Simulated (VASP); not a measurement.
# Rh (I4/mmm) in VASP: a series of runs

Runs on Rh. Level: PBEsol. Tasks: single point.

Program: VASP 6.6.1. These are calculated values, not measurements. Logs are shortened: lines on timing, memory, paths and dates and some standing lists are left out, and cuts for length are marked.

**1. The cell of the first run**

It takes space group I4/mmm (No. 139, tetragonal). The conventional cell has a = 2.649 Å, b = 2.649 Å, c = 3.860 Å, α = 90.00°, β = 90.00°, γ = 90.00°. Rh (site symmetry 4/mmm) has 12 Rh at 2.65 to 2.69 Å within 3.5 Å.

**2. Single point, PBEsol (strain -0.015 along x and y, +0.015 along z)**

The input, INCAR:

```
SYSTEM = Rh
  ALGO = Fast
  EDIFF = 1E-6
  ENCUT = 520
  GGA = PS
  ISIF = 2
  ISMEAR = 0
  LASPH = .TRUE.
  LCHARG = .FALSE.
  LREAL = .FALSE.
  LWAVE = .FALSE.
  NBANDS = 14
  NELM = 60
  PREC = Accurate
  SIGMA = 0.15
```

The input, KPOINTS:

```
k-points
0
G
  22 22 22
  0 0 0
```

The input, POSCAR:

```
Rh
1.0
    0.0000000000      1.8730267500      1.9300732500
    1.8730267500      0.0000000000      1.9300732500
    1.8730267500      1.8730267500      0.0000000000
Rh
1
Direct
    0.0000000000      0.0000000000      0.0000000000
```

Potentials or basis: VASP PAW PBE potentials, release 64 (Rh_pv).

Launch:

```sh
> cat potpaw_PBE.64/Rh_pv/POTCAR > POTCAR
> mpirun -np 1 vasp_std > vasp.out
```

OUTCAR:

```text
SYSTEM = Rh
   EDIFF = 1E-6
   ENCUT = 520
   GGA = PS
   ISIF = 2
   ISMEAR = 0
   LASPH = .TRUE.
   LREAL = .FALSE.
   NELM = 60
   PREC = Accurate

 ion  position               nearest neighbor table
   1  0.000  0.000  0.000-

  LATTYP: Found a body centered tetragonal cell.
 ALAT       =     2.6488598325
 C/A-ratio  =     1.4572860567

  Lattice vectors:

 A1 = (  -1.8730267500,   0.0000000000,   1.9300732500)
 A2 = (   1.8730267500,   0.0000000000,   1.9300732500)
 A3 = (   0.0000000000,   1.8730267500,  -1.9300732500)

Analysis of symmetry for initial positions (statically):
=====================================================================
 Subroutine PRICEL returns:
 Original cell was already a primitive cell.

 Routine SETGRP: Setting up the symmetry group for a
 body centered tetragonal supercell.

 Subroutine GETGRP returns: Found 16 space group operations
 (whereof 16 operations were pure point group operations)
 out of a pool of 16 trial point group operations.

The static configuration has the point symmetry D_4h.

Analysis of symmetry for dynamics (positions and initial velocities):
=====================================================================
 Subroutine PRICEL returns:
 Original cell was already a primitive cell.

 Routine SETGRP: Setting up the symmetry group for a
 body centered tetragonal supercell.

 Subroutine GETGRP returns: Found 16 space group operations
 (whereof 16 operations were pure point group operations)
 out of a pool of 16 trial point group operations.

The dynamic configuration has the point symmetry D_4h.

 Subroutine INISYM returns: Found 16 space group operations
 (whereof 16 operations are pure point group operations),
 and found     1 'primitive' translations

----------------------------------------------------------------------------------------

                                     Primitive cell

  volume of cell :      13.5423

  direct lattice vectors                    reciprocal lattice vectors
     0.000000000  1.873026750  1.930073250    -0.266947602  0.266947602  0.259057525
     1.873026750  0.000000000  1.930073250     0.266947602 -0.266947602  0.259057525
     1.873026750  1.873026750  0.000000000     0.266947602  0.266947602 -0.259057525

  length of vectors
     2.689500317  2.689500317  2.648859833     0.457856797  0.457856797  0.457856797

  position of ions in fractional coordinates (direct lattice)
     0.000000000  0.000000000  0.000000000

  ion indices of the primitive-cell ions
   primitive index   ion index
                 1           1

----------------------------------------------------------------------------------------

 KPOINTS: k-points

Automatic generation of k-mesh.
 Grid dimensions read from file:
 generate k-points for:   22   22   22

 Generating k-lattice:

  Cartesian coordinates                     Fractional coordinates (reciprocal lattice)
    -0.012133982  0.012133982  0.011775342     0.045454545  0.000000000  0.000000000
     0.012133982 -0.012133982  0.011775342     0.000000000  0.045454545  0.000000000
     0.012133982  0.012133982 -0.011775342    -0.000000000 -0.000000000  0.045454545

  Length of vectors
     0.020811673  0.020811673  0.020811673

  Shift w.r.t. Gamma in fractional coordinates (k-lattice)
     0.000000000  0.000000000  0.000000000

 Subroutine IBZKPT returns following result:
 ===========================================

 Found    834 irreducible k-points:

 Following reciprocal coordinates:
            Coordinates               Weight
  0.000000  0.000000  0.000000      1.000000
  0.045455  0.000000  0.000000      8.000000
  0.090909  0.000000  0.000000      8.000000
  0.136364  0.000000  0.000000      8.000000
  0.181818 -0.000000  0.000000      8.000000
  0.227273  0.000000  0.000000      8.000000
[... 16 lines left out ...]
  0.500000  0.045455  0.000000      8.000000
 -0.454545  0.045455  0.000000      8.000000
 [... further k-points ...]
   k-points           NKPTS =    834   k-points in BZ     NKDIM =    834   number of bands    NBANDS=     14
   number of dos      NEDOS =    301   number of ions     NIONS =      1
   total plane-waves  NPLWV =   8000
   dimension x,y,z NGX =    20 NGY =   20 NGZ =   20
   dimension x,y,z NGXF=    40 NGYF=   40 NGZF=   40
   ions per type =               1
   NGX,Y,Z   is equivalent  to a cutoff of  12.36, 12.36, 12.55 a.u.
   NGXF,Y,Z  is equivalent  to a cutoff of  24.73, 24.73, 25.10 a.u.
 SYSTEM =  Rh
   PREC   = accura    normal or accurate (medium, high low for compatibility)
   ISTART =      0    job   : 0-new  1-cont  2-samecut
   ICHARG =      2    charge: 1-file 2-atom 10-const
   ISPIN  =      1    spin polarized calculation?
   LNONCOLLINEAR =      F non collinear calculations
   LSORBIT =      F    spin-orbit coupling
   LASPH  =      T    aspherical Exc in radial PAW
   ENCUT  =  520.0 eV  38.22 Ry    6.18 a.u.   5.00  5.00  4.93*2*pi/ulx,y,z
   NELM   =     60;   NELMIN=  2; NELMDL= -5     # of ELM steps
   EDIFF  = 0.1E-05   stopping-criterion for ELM
   LREAL  =      F    real-space projection
   EDIFFG = 0.1E-04   stopping-criterion for IOM
   NSW    =      0    number of steps for IOM
   IBRION =     -1    ionic relax: 0-MD 1-quasi-New 2-CG
   NFREE  =      0    steps in history (QN), initial steepest desc. (CG)
   ISIF   =      2    stress and relaxation
   ISYM   =      2    0-nonsym 1-usesym 2-fastsym
   POTIM  = 0.5000    time-step for ionic-motion
   TEBEG  =    0.0;   TEEND  =   0.0 temperature during run
   PSTRESS=    0.0 pullay stress
   NELECT =      15.0000    total number of electrons
   NUPDOWN=      -1.0000    fix difference up-down
   EMIN   =  10.00;   EMAX   =-10.00  energy-range for DOS
   EFERMI =   0.00;   METHOD = LEGACY
   ISMEAR =     0;   SIGMA  =   0.15  broadening in eV -4-tet -1-fermi 0-gaus
   EFERMI_NEDOS =   21; number of points for ismear=-14 and -15
   IALGO  =     68    algorithm
   IMIX   =      4    mixing-type and parameters
     AMIX     =   0.40;   BMIX     =  1.00
     AMIX_MAG =   1.60;   BMIX_MAG =  1.00
  volume/ion in A,a.u.               =      13.54        91.39
  Fermi-wavevector in a.u.,A,eV,Ry     =   1.693849  3.200910 39.036804  2.869124
  Thomas-Fermi vector in A             =   2.775180
   LORBIT       =      0    0 simple, 1 ext, 2 COOP (PROOUT), +10 PAW based schemes
   GGA     = PS    functional components
   LHFCALC =     F    Hartree Fock is set to
   AEXX    =    0.0000 exact exchange contribution
   IVDW    =     0    specifies the selected vdW correction
   LEPSILON=     F    determine dielectric tensor
   LRPA    =     F    only Hartree local field effects (RPA)
 non-spin polarized calculation
 RMM-DIIS sequential band-by-band and
 Gauss-broadening in eV      SIGMA  =   0.15
  energy-cutoff  :      520.00
  volume of cell :       13.54
 maximum number of plane-waves:       377
   NGX =  9   NGY =  9   NGZ =  9

 number of electron      15.0000004 magnetization

 Free energy of the ion-electron system (eV)
  ---------------------------------------------------
  ext. energy  EPLUGINS =         0.00000000
  ---------------------------------------------------
  free energy    TOTEN  =        -8.13855084 eV

  energy without entropy =       -8.12395533  energy(sigma->0) =       -8.13125308

 E-fermi :  12.0312     XC(G=0): -14.3157

 val. band max:       12.0287091328   @ k =  -0.1818   0.1364   0.0455
 cond. band min:      12.0312790847   @ k =  -0.4545   0.4091   0.0455
 fundamental gap:      0.0025699520
 Fermi energy:        12.0311831370

 k-point     1 :       0.0000    0.0000    0.0000
  band No.  band energies     occupation
      1     -34.3366      2.00000
      2     -34.3189      2.00000
      3     -34.3189      2.00000
      4       3.8683      2.00000
      5       8.6447      2.00000
      6       8.9839      2.00000
      7       8.9839      2.00000
      8      10.8175      2.00000
      9      11.2298      2.00000
     10      27.9725      0.00000
     11      32.3595      0.00000
     12      32.8784      0.00000
     13      33.8117      0.00000
     14      33.8117      0.00000

 k-point     2 :       0.0455    0.0000    0.0000
  band No.  band energies     occupation
      1     -34.3459      2.00000
      2     -34.3284      2.00000
      3     -34.3208      2.00000
      4       3.9534      2.00000
      5       8.6550      2.00000
      6       8.9682      2.00000
      7       9.0177      2.00000
      8      10.8017      2.00000
      9      11.2064      2.00000
     10      28.0990      0.00000
     11      32.3577      0.00000
     12      32.7388      0.00000
     13      33.5825      0.00000
     14      33.9385      0.00000

 k-point     3 :       0.0909    0.0000    0.0000
  band No.  band energies     occupation
      1     -34.3894      2.00000
      2     -34.3398      2.00000
      3     -34.3261      2.00000
      4       4.2017      2.00000
      5       8.6436      2.00000
      6       8.9665      2.00000
      7       9.1116      2.00000
      8      10.7659      2.00000
      9      11.1464      2.00000
     10      28.4522      0.00000
     11      31.8491      0.00000
     12      32.3652      0.00000
     13      33.7207      0.00000
     14      34.3104      0.00000
[... 324 lines left out ...]
 k-point    23 :       0.5000    0.0455    0.0000
  band No.  band energies     occupation
      1     -35.0944      2.00000
      2     -34.4639      2.00000
      3     -34.4126      2.00000
      4       5.8055      2.00000
      5       8.5689      2.00000
      6       9.0234      2.00000
      7      11.8020      1.96928
      8      12.5554      0.00000
      9      13.5651      0.00000
     10      20.8215      0.00000
     11      27.5512      0.00000
     12      32.3606      0.00000
     13      32.9837      0.00000
     14      33.5285      0.00000

 k-point    24 :      -0.4545    0.0455    0.0000
  band No.  band energies     occupation
      1     -35.0908      2.00000
      2     -34.4658      2.00000
      3     -34.4092      2.00000
      4       5.8121      2.00000
      5       8.5895      2.00000
      6       9.0205      2.00000
      7      11.7611      1.98912
      8      12.4619      0.00005
      9      13.5581      0.00000
     10      20.9425      0.00000
     11      27.5775      0.00000
     12      32.3603      0.00000
     13      32.8526      0.00000
     14      33.7911      0.00000

 [... further k-points ...]
[... 5 lines left out ...]
  --------------------------------------------------------------------------------------
  -------------------------------------------------------------------------------------
  Total        0.1665102      0.1665102     -0.5008612      0.0000000      0.0000000      0.0000000
  in kB       19.6997076     19.6997076    -59.2565274      0.0000000      0.0000000      0.0000000
  external PRESSURE =      -6.6190374 kB  Pullay stress =       0.0000000 kB

 VOLUME and BASIS-vectors are now :
 -----------------------------------------------------------------------------
  energy-cutoff  :      520.00
  volume of cell :       13.54
      direct lattice vectors                 reciprocal lattice vectors
     0.000000000  1.873026750  1.930073250    -0.266947602  0.266947602  0.259057525
     1.873026750  0.000000000  1.930073250     0.266947602 -0.266947602  0.259057525
     1.873026750  1.873026750  0.000000000     0.266947602  0.266947602 -0.259057525

 POSITION                                       TOTAL-FORCE (eV/Angst)
 -----------------------------------------------------------------------------------
      0.00000      0.00000      0.00000         0.000000      0.000000      0.000000
 -----------------------------------------------------------------------------------
    total drift:                                0.000000     -0.000000     -0.000000

  FREE ENERGIE OF THE ION-ELECTRON SYSTEM (eV)
  ---------------------------------------------------
  free  energy   TOTEN  =        -8.1385508383 eV

  energy  without entropy=       -8.1239553290  energy(sigma->0) =       -8.13125308
```

It took 2.9 min on 1 thread of Intel Xeon 8259CL, shared host; peak memory 0.25 GiB.

Results:

```yaml
Free_energy: -8.1386 eV
Pressure: -0.7 GPa
Band_gap_on_the_k_mesh: zero (an odd number of electrons rules out a gap without spin polarisation)
```

Stress tensor (GPa, compression positive):
```
 1.97  0.00  0.00
 0.00  1.97  0.00
 0.00  0.00 -5.93
```

Levels at points of the mesh, in eV from the Fermi level:
| k point | band 3 | band 4 | band 5 | band 6 | band 7 | band 8 | band 9 | band 10 | band 11 | band 12 |
| --- | --- | --- | --- | --- | --- | --- | --- | --- | --- | --- |
| (0.00, 0.00, 0.00) | -46.35 | -8.16 | -3.39 | -3.05 | -3.05 | -1.21 | -0.80 | 15.94 | 20.33 | 20.85 |
| (0.50, 0.00, 0.00) | -46.44 | -6.29 | -3.41 | -3.07 | 0.52 | 0.64 | 0.68 | 8.76 | 15.42 | 20.33 |
| (0.50, 0.50, 0.00) | -46.61 | -6.48 | -6.10 | 0.60 | 1.00 | 1.00 | 2.78 | 11.86 | 13.70 | 13.70 |
| (0.50, 0.00, 0.50) | -46.64 | -6.49 | -6.11 | 0.56 | 0.88 | 1.18 | 3.42 | 12.71 | 12.98 | 13.32 |

Caveat: the cell differs from its parent crystal (strain -0.015 along x and y, +0.015 along z); the PAW data sets were made with another functional, which shifts forces and pressure a little.

**3. Single point, PBEsol (strain -0.015 along x and y, +0.030 along z)**

The input, INCAR:

```
  PREC = Accurate
  ENCUT = 520
  EDIFF = 1E-7
  ISMEAR = 0
  SIGMA = 0.15
  LREAL = F
  LASPH = T
  NELM = 60
  ALGO = Fast
  ISIF = 2
  LWAVE = F
  LCHARG = F
  GGA = PS
  NBANDS = 14
```

The input, KPOINTS:

```
Automatic mesh
0
Gamma
  22 22 22
```

The input, POSCAR:

```
Rh
1.0
    0.0000000000      1.8730267500      1.9585965000
    1.8730267500      0.0000000000      1.9585965000
    1.8730267500      1.8730267500      0.0000000000
Rh
1
Direct
    0.0000000000      0.0000000000      0.0000000000
```

Potentials or basis: VASP PAW PBE potentials, release 64 (Rh_pv).

Launch:

```sh
> cat potpaw_PBE.64/Rh_pv/POTCAR > POTCAR
> mpirun -np 1 vasp_std > vasp.out
```

Run time: 2.9 min. Hardware: 1 thread of Intel Xeon 8259CL, shared host; peak memory 0.25 GiB.

Results (log left out):

| Quantity | Value |
| --- | --- |
| Free energy | -8.1273 eV |
| Pressure | -4.6 GPa |
| Band gap on the k mesh | zero (an odd number of electrons rules out a gap without spin polarisation) |

Stress tensor (GPa, compression positive):
```
 -0.86   0.00   0.00
  0.00  -0.86   0.00
  0.00   0.00 -12.19
```

Levels at points of the mesh, in eV from the Fermi level:
```csv
k point,band 4,band 5,band 6,band 7,band 8,band 9,band 10,band 11
"(0.00, 0.00, 0.00)",-8.05,-3.42,-2.91,-2.91,-1.29,-0.69,15.97,20.38
"(0.50, 0.00, 0.00)",-6.16,-3.41,-2.91,0.47,0.66,0.70,8.61,15.40
"(0.50, 0.50, 0.00)",-6.33,-5.96,0.60,0.97,0.97,2.57,11.41,13.80
"(0.50, 0.00, 0.50)",-6.35,-5.97,0.53,0.78,1.23,3.51,12.66,12.75
```

Caveat: the cell differs from its parent crystal (strain -0.015 along x and y, +0.030 along z); the cell stands under tension; the PAW data sets were made with another functional, which shifts forces and pressure a little.
